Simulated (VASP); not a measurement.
# In (I4/mmm) in VASP: single point with LDA

Aim: the single point of In with LDA.

Everything below comes from runs of VASP 6.6.1. Logs are shortened: lines on timing, memory, paths and dates and some standing lists are left out, and cuts for length are marked.

## (1) The cell of the first run

It takes space group I4/mmm (No. 139, tetragonal). Conventional cell: a = 3.152 Å, b = 3.152 Å, c = 4.943 Å, α = 90.00°, β = 90.00°, γ = 90.00°. Within 4.1 Å of In (site symmetry 4/mmm) lie 12 In at 3.15 to 3.33 Å.

## (2) Single point, LDA

Contents of POSCAR:

```
In
1.0
   -1.5758476708      1.5758476708      2.4713435198
    1.5758476708     -1.5758476708      2.4713435198
    1.5758476708      1.5758476708     -2.4713435198
In
1
Direct
    0.0000000000      0.0000000000      0.0000000000
```

Contents of INCAR.step1:

```
PREC = Accurate
ENCUT = 520
EDIFF = 1E-7
ISMEAR = 0
SIGMA = 0.05
LREAL = False
LASPH = True
NELM = 80
ALGO = Normal
ISIF = 2
LWAVE = False
LCHARG = True
GGA = CA
NBANDS = 12
```

Contents of KPOINTS.step1:

```
Automatic mesh
0
Gamma
  18 18 18
```

Contents of INCAR.step2:

```
PREC = Accurate
ENCUT = 520
EDIFF = 1E-7
ISMEAR = -5
SIGMA = 0.05
LREAL = False
LASPH = True
NELM = 80
ALGO = Normal
ISIF = 2
LWAVE = False
LCHARG = False
GGA = CA
LORBIT = 11
NBANDS = 12
NEDOS = 2001
ICHARG = 11
```

Contents of KPOINTS.step2:

```
Automatic mesh
0
Gamma
  27 27 27
```

Potentials or basis: VASP PAW LDA potentials, release 64 (In_d).

Run with:

```bash
$ cat potpaw_LDA.64/In_d/POTCAR > POTCAR
$ cp INCAR.step1 INCAR
$ cp KPOINTS.step1 KPOINTS
$ mpirun -np 1 vasp_std > vasp.out
$ cp INCAR.step2 INCAR
$ cp KPOINTS.step2 KPOINTS
$ mpirun -np 1 vasp_std > vasp.out
```

OUTCAR:

```text
PREC = Accurate
   ENCUT = 520
   EDIFF = 1E-7
   ISMEAR = -5
   LREAL = False
   LASPH = True
   NELM = 80
   ISIF = 2
   GGA = CA
   LORBIT = 11
   ICHARG = 11

 ion  position               nearest neighbor table
   1  0.000  0.000  0.000-

  LATTYP: Found a body centered tetragonal cell.
 ALAT       =     3.1516953416
 C/A-ratio  =     1.5682629518

  Lattice vectors:

 A1 = (  -1.5758476708,   1.5758476708,   2.4713435198)
 A2 = (   1.5758476708,  -1.5758476708,   2.4713435198)
 A3 = (   1.5758476708,   1.5758476708,  -2.4713435198)

Analysis of symmetry for initial positions (statically):
=====================================================================
 Subroutine PRICEL returns:
 Original cell was already a primitive cell.

 Routine SETGRP: Setting up the symmetry group for a
 body centered tetragonal supercell.

 Subroutine GETGRP returns: Found 16 space group operations
 (whereof 16 operations were pure point group operations)
 out of a pool of 16 trial point group operations.

The static configuration has the point symmetry D_4h.

Analysis of symmetry for dynamics (positions and initial velocities):
=====================================================================
 Subroutine PRICEL returns:
 Original cell was already a primitive cell.

 Routine SETGRP: Setting up the symmetry group for a
 body centered tetragonal supercell.

 Subroutine GETGRP returns: Found 16 space group operations
 (whereof 16 operations were pure point group operations)
 out of a pool of 16 trial point group operations.

The dynamic configuration has the point symmetry D_4h.

 Subroutine INISYM returns: Found 16 space group operations
 (whereof 16 operations are pure point group operations),
 and found     1 'primitive' translations

----------------------------------------------------------------------------------------

                                     Primitive cell

  volume of cell :      24.5483

  direct lattice vectors                    reciprocal lattice vectors
    -1.575847671  1.575847671  2.471343520     0.000000000  0.317289551  0.202319101
     1.575847671 -1.575847671  2.471343520     0.317289551  0.000000000  0.202319101
     1.575847671  1.575847671 -2.471343520     0.317289551  0.317289551  0.000000000

  length of vectors
     3.327781627  3.327781627  3.327781627     0.376305299  0.376305299  0.448715186

  position of ions in fractional coordinates (direct lattice)
     0.000000000  0.000000000  0.000000000

  ion indices of the primitive-cell ions
   primitive index   ion index
                 1           1

----------------------------------------------------------------------------------------

 KPOINTS: Automatic mesh

Automatic generation of k-mesh.
 Grid dimensions read from file:
 generate k-points for:   27   27   27

 Generating k-lattice:

  Cartesian coordinates                     Fractional coordinates (reciprocal lattice)
     0.000000000  0.011751465  0.007493300     0.037037037  0.000000000 -0.000000000
     0.011751465  0.000000000  0.007493300     0.000000000  0.037037037 -0.000000000
     0.011751465  0.011751465  0.000000000     0.000000000  0.000000000  0.037037037

  Length of vectors
     0.013937233  0.013937233  0.016619081

  Shift w.r.t. Gamma in fractional coordinates (k-lattice)
     0.000000000  0.000000000  0.000000000

 TETIRR: Found  24933 inequivalent tetrahedra from   118098

 Subroutine IBZKPT returns following result:
 ===========================================

 Found   1470 irreducible k-points:

 Following reciprocal coordinates:
            Coordinates               Weight
  0.000000  0.000000  0.000000      1.000000
  0.037037  0.000000  0.000000      8.000000
  0.074074  0.000000  0.000000      8.000000
  0.111111  0.000000  0.000000      8.000000
  0.148148  0.000000  0.000000      8.000000
  0.185185 -0.000000  0.000000      8.000000
[... 16 lines left out ...]
  0.333333  0.037037  0.000000     16.000000
  0.370370  0.037037  0.000000     16.000000
 [... further k-points ...]
   k-points           NKPTS =   1470   k-points in BZ     NKDIM =   1470   number of bands    NBANDS=     12
   number of dos      NEDOS =   2001   number of ions     NIONS =      1
   total plane-waves  NPLWV =  21952
   dimension x,y,z NGX =    28 NGY =   28 NGZ =   28
   dimension x,y,z NGXF=    56 NGYF=   56 NGZF=   56
   ions per type =               1
   NGX,Y,Z   is equivalent  to a cutoff of  13.99, 13.99, 13.99 a.u.
   NGXF,Y,Z  is equivalent  to a cutoff of  27.98, 27.98, 27.98 a.u.
 SYSTEM =  unknown system
   PREC   = accura    normal or accurate (medium, high low for compatibility)
   ISTART =      0    job   : 0-new  1-cont  2-samecut
   ICHARG =     11    charge: 1-file 2-atom 10-const
   ISPIN  =      1    spin polarized calculation?
   LNONCOLLINEAR =      F non collinear calculations
   LSORBIT =      F    spin-orbit coupling
   LASPH  =      T    aspherical Exc in radial PAW
   ENCUT  =  520.0 eV  38.22 Ry    6.18 a.u.   6.19  6.19  6.19*2*pi/ulx,y,z
   NELM   =     80;   NELMIN=  2; NELMDL=  0     # of ELM steps
   EDIFF  = 0.1E-06   stopping-criterion for ELM
   LREAL  =      F    real-space projection
   EDIFFG = 0.1E-05   stopping-criterion for IOM
   NSW    =      0    number of steps for IOM
   IBRION =     -1    ionic relax: 0-MD 1-quasi-New 2-CG
   NFREE  =      0    steps in history (QN), initial steepest desc. (CG)
   ISIF   =      2    stress and relaxation
   ISYM   =      2    0-nonsym 1-usesym 2-fastsym
   POTIM  = 0.5000    time-step for ionic-motion
   TEBEG  =    0.0;   TEEND  =   0.0 temperature during run
   PSTRESS=    0.0 pullay stress
   NELECT =      13.0000    total number of electrons
   NUPDOWN=      -1.0000    fix difference up-down
   EMIN   =  10.00;   EMAX   =-10.00  energy-range for DOS
   EFERMI =   0.00;   METHOD = LEGACY
   ISMEAR =    -5;   SIGMA  =   0.05  broadening in eV -4-tet -1-fermi 0-gaus
   EFERMI_NEDOS =   21; number of points for ismear=-14 and -15
   IALGO  =     38    algorithm
   IMIX   =      4    mixing-type and parameters
     AMIX     =   0.40;   BMIX     =  1.00
     AMIX_MAG =   1.60;   BMIX_MAG =  1.00
  volume/ion in A,a.u.               =      24.55       165.66
  Fermi-wavevector in a.u.,A,eV,Ry     =   1.324490  2.502924 23.868352  1.754274
  Thomas-Fermi vector in A             =   2.454021
   LORBIT       =     11    0 simple, 1 ext, 2 COOP (PROOUT), +10 PAW based schemes
   GGA     = CA    functional components
   LHFCALC =     F    Hartree Fock is set to
   AEXX    =    0.0000 exact exchange contribution
   IVDW    =     0    specifies the selected vdW correction
   LEPSILON=     F    determine dielectric tensor
   LRPA    =     F    only Hartree local field effects (RPA)
 non-spin polarized calculation
 Fermi weights with tetrahedron method with Bloechl corrections
  energy-cutoff  :      520.00
  volume of cell :       24.55
 maximum number of plane-waves:       678
 NGX is ok and might be reduce to    28

 number of electron      12.9999998 magnetization

 Free energy of the ion-electron system (eV)
  ---------------------------------------------------
  ext. energy  EPLUGINS =         0.00000000
  ---------------------------------------------------
  free energy    TOTEN  =        -3.21782682 eV

  energy without entropy =       -3.21782682  energy(sigma->0) =       -3.21782682

 E-fermi :   7.9607     XC(G=0): -10.8335

 val. band max:        8.0764846381   @ k =   0.2593   0.2593   0.1481
 cond. band min:       7.8140329251   @ k =  -0.4815   0.4815   0.2222
 fundamental gap:     -0.2624517131
 Fermi energy:         7.9607479568

 k-point     1 :       0.0000    0.0000    0.0000
  band No.  band energies     occupation
      1      -6.7896      2.00000
      2      -6.6061      2.00000
      3      -6.6061      2.00000
      4      -6.5540      2.00000
      5      -6.3780      2.00000
      6      -2.0534      2.00000
      7      18.9716      0.00000
      8      18.9716      0.00000
      9      19.2120      0.00000
     10      19.8369      0.00000
     11      22.5746      0.00000
     12      22.7116      0.00000

 k-point     2 :       0.0370    0.0000    0.0000
  band No.  band energies     occupation
      1      -6.7865      2.00000
      2      -6.6066      2.00000
      3      -6.6035      2.00000
      4      -6.5533      2.00000
      5      -6.3794      2.00000
      6      -2.0218      2.00000
      7      18.5638      0.00000
      8      18.9376      0.00000
      9      19.0598      0.00000
     10      19.7579      0.00000
     11      22.6475      0.00000
     12      22.7667      0.00000

 k-point     3 :       0.0741    0.0000    0.0000
  band No.  band energies     occupation
      1      -6.7777      2.00000
      2      -6.6089      2.00000
      3      -6.5962      2.00000
      4      -6.5502      2.00000
      5      -6.3834      2.00000
      6      -1.9267      2.00000
      7      17.4933      0.00000
      8      18.7712      0.00000
      9      18.8445      0.00000
     10      19.7203      0.00000
     11      22.2583      0.00000
     12      23.0319      0.00000

 k-point     4 :       0.1111    0.0000    0.0000
  band No.  band energies     occupation
      1      -6.7652      2.00000
      2      -6.6144      2.00000
      3      -6.5850      2.00000
      4      -6.5422      2.00000
      5      -6.3891      2.00000
      6      -1.7674      2.00000
      7      16.2090      0.00000
      8      18.3950      0.00000
      9      18.7130      0.00000
     10      19.7213      0.00000
     11      21.8084      0.00000
     12      23.3944      0.00000

 k-point     5 :       0.1481    0.0000    0.0000
  band No.  band energies     occupation
      1      -6.7521      2.00000
      2      -6.6239      2.00000
      3      -6.5718      2.00000
      4      -6.5266      2.00000
      5      -6.3949      2.00000
      6      -1.5428      2.00000
      7      14.8769      0.00000
      8      17.9742      0.00000
      9      18.5648      0.00000
     10      19.7324      0.00000
     11      21.3653      0.00000
     12      23.8643      0.00000
[... 228 lines left out ...]
      1      -6.7344      2.00000
      2      -6.6702      2.00000
      3      -6.5483      2.00000
      4      -6.4298      2.00000
      5      -6.3758      2.00000
      6      -0.3023      2.00000
      7      10.6512      0.00000
      8      16.6248      0.00000
      9      17.5885      0.00000
     10      19.8881      0.00000
     11      20.0125      0.00000
     12      23.1720      0.00000

 k-point    22 :       0.2963    0.0370    0.0000
  band No.  band energies     occupation
      1      -6.7352      2.00000
      2      -6.6879      2.00000
      3      -6.5537      2.00000
      4      -6.3906      2.00000
      5      -6.3586      2.00000
      6       0.2106      2.00000
      7       9.4451      0.00000
      8      16.2912      0.00000
      9      17.4612      0.00000
     10      19.7748      0.00000
     11      19.8598      0.00000
     12      22.8528      0.00000

 k-point    23 :       0.3333    0.0370    0.0000
  band No.  band energies     occupation
      1      -6.7388      2.00000
      2      -6.7035      2.00000
      3      -6.5621      2.00000
      4      -6.3566      2.00000
      5      -6.3354      2.00000
      6       0.7904      2.00000
      7       8.2894      0.23348
      8      15.9817      0.00000
      9      17.3946      0.00000
     10      19.6156      0.00000
     11      19.7692      0.00000
     12      22.6117      0.00000

 k-point    24 :       0.3704    0.0370    0.0000
  band No.  band energies     occupation
      1      -6.7449      2.00000
      2      -6.7152      2.00000
      3      -6.5711      2.00000
      4      -6.3345      2.00000
      5      -6.3054      2.00000
      6       1.4352      2.00000
      7       7.1886      2.09341
      8      15.7150      0.00000
      9      17.3765      0.00000
     10      19.4745      0.00000
     11      19.6867      0.00000
     12      22.4514      0.00000

 [... further k-points ...]
[... 5 lines left out ...]
  --------------------------------------------------------------------------------------
  -------------------------------------------------------------------------------------
  Total        0.1092064      0.1092064      0.0817232      0.0000000     -0.0000000     -0.0000000
  in kB        7.1274980      7.1274980      5.3337730      0.0000000     -0.0000000     -0.0000000
  external PRESSURE =       6.5295897 kB  Pullay stress =       0.0000000 kB

 VOLUME and BASIS-vectors are now :
 -----------------------------------------------------------------------------
  energy-cutoff  :      520.00
  volume of cell :       24.55
      direct lattice vectors                 reciprocal lattice vectors
    -1.575847671  1.575847671  2.471343520     0.000000000  0.317289551  0.202319101
     1.575847671 -1.575847671  2.471343520     0.317289551  0.000000000  0.202319101
     1.575847671  1.575847671 -2.471343520     0.317289551  0.317289551  0.000000000

 POSITION                                       TOTAL-FORCE (eV/Angst)
 -----------------------------------------------------------------------------------
      0.00000      0.00000      0.00000         0.000000      0.000000      0.000000
 -----------------------------------------------------------------------------------
    total drift:                                0.000000     -0.000000     -0.000000

  FREE ENERGIE OF THE ION-ELECTRON SYSTEM (eV)
  ---------------------------------------------------
  free  energy   TOTEN  =        -3.2178268197 eV

  energy  without entropy=       -3.2178268197  energy(sigma->0) =       -3.21782682

 total charge

# of ion       s       p       d       tot
------------------------------------------
    1        1.012   0.539   9.851  11.401
```

Run time: 6 min. Hardware: 1 thread of Intel Xeon Platinum 8259CL at 2.50GHz (Skylake/Cascade Lake), shared host; peak memory 0.54 GiB.

Results:

* Valence electrons inside the program's atomic spheres: In 11.40

Levels at points of the mesh, in eV from the Fermi level:
```csv
k point,band 3,band 4,band 5,band 6,band 7,band 8,band 9,band 10
"(0.00, 0.00, 0.00)",-14.57,-14.51,-14.34,-10.01,11.01,11.01,11.25,11.88
```

Caveat: spin-orbit coupling is left out, which moves the levels of the heavy elements.
